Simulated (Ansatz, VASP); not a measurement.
HfN: VASP beside Ansatz

File INCAR:

```
SYSTEM = HfN
PREC     = Accurate       ! precision mode
ENCUT    = 520            ! plane-wave cutoff, eV
EDIFF    = 1E-6           ! SCF threshold, eV
ISMEAR   = 0              ! smearing method
SIGMA    = 0.1            ! smearing width, eV
LREAL    = .FALSE.        ! projectors in reciprocal space
LASPH    = .TRUE.         ! aspherical terms in the spheres
NELM     = 100            ! most SCF steps
ALGO     = Normal         ! electronic algorithm
ISIF     = 2              ! what is computed and relaxed
LWAVE    = .FALSE.        ! write WAVECAR
LCHARG   = .TRUE.         ! write CHGCAR
LDIPOL   = .TRUE.       
IDIPOL   = 3            
DIPOL    = 0.5 0.5 0.500
GGA      = PE             ! functional
LELF     = .TRUE.         ! ELF
LVHAR    = .TRUE.       
LVACPOTAV= .TRUE.       
NBANDS   = 48             ! bands
```

The input KPOINTS:

```
Automatic mesh
0
G
  12 12 1
  0 0 0
```

Contents of POSCAR:

```
HfN
1.0
    3.1999394435      0.0000000000      0.0000000000
   -1.5999697218      2.7712288487      0.0000000000
    0.0000000000      0.0000000000     26.7573282667
N Hf
5 5
Direct
    0.3333333333      0.6666666667      0.2802970433
    0.0000000000      0.0000000000      0.3779428018
    0.6666666667      0.3333333333      0.4755885604
    0.3333333333      0.6666666667      0.5732343189
    0.0000000000      0.0000000000      0.6708800774
    0.6666666667      0.3333333333      0.3291199226
    0.3333333333      0.6666666667      0.4267656811
    0.0000000000      0.0000000000      0.5244114396
    0.6666666667      0.3333333333      0.6220571982
    0.3333333333      0.6666666667      0.7197029567
```

Input for Ansatz:

```yaml
crystal:
  lattice:
    - [3.1999394435, 0.0, 0.0]
    - [-1.5999697218, 2.7712288487, 0.0]
    - [0.0, 0.0, 26.7573282667]
  atoms:
    - { symbol: "N", position: [0.3333333333, 0.6666666667, 0.2802970433] }
    - { symbol: Hf, position: [0.6666666667, 0.3333333333, 0.3291199226] }
    - { symbol: "N", position: [0.0, 0.0, 0.3779428018] }
    - { symbol: Hf, position: [0.3333333333, 0.6666666667, 0.4267656811] }
    - { symbol: "N", position: [0.6666666667, 0.3333333333, 0.4755885604] }
    - { symbol: Hf, position: [0.0, 0.0, 0.5244114396] }
    - { symbol: "N", position: [0.3333333333, 0.6666666667, 0.5732343189] }
    - { symbol: Hf, position: [0.6666666667, 0.3333333333, 0.6220571982] }
    - { symbol: "N", position: [0.0, 0.0, 0.6708800774] }
    - { symbol: Hf, position: [0.3333333333, 0.6666666667, 0.7197029567] }
basis:
  ecutwfc: 420
kpoints:
  mp_grid: { grid: [12, 12, 1] }
hamiltonian:
  xc: pbe
scf:
  occupations: { method: gaussian, width: 0.1 }
output:
  forces: true
  stress: true
  eigenvalues: true
efield:
  axis: 3
  dipole_correction: true
  ramp_width: 0.04
```

Alike in both runs: task single point; functional PBE; k mesh 12 × 12 × 1; occupations gaussian, width 0.1 eV; no spin polarisation.

|  | VASP | Ansatz |
| --- | --- | --- |
| version | VASP 6.6.1 | Ansatz 0.2.0 |
| potentials or method | VASP PAW PBE potentials, release 64 (N, Hf_pv), cutoff 520 eV | scalar-relativistic, plane waves, PAW |
| valence electrons in the cell | 75 | 155 |

VASP gave:

```
gap on the k mesh at the Fermi level (eV)  : none
rms of the force components (eV/Å)         : 1.603
work function, face that differs most (eV) : 8.25
```

Task: Estimate Ansatz's values.

Result: gap on the k mesh at the Fermi level (eV): none; rms of the force components (eV/Å): 1.596; work function, face that differs most (eV): 8.24.

A gap of «none» marks a metal or a gap that the smearing closes. With one functional, cell and mesh, what is left measures potentials, basis and numerics. VASP's potentials hold 75 valence electrons a cell and Ansatz's 155, so a difference there can come from the potentials and not from the codes.

Neither program's run includes spin-orbit coupling.
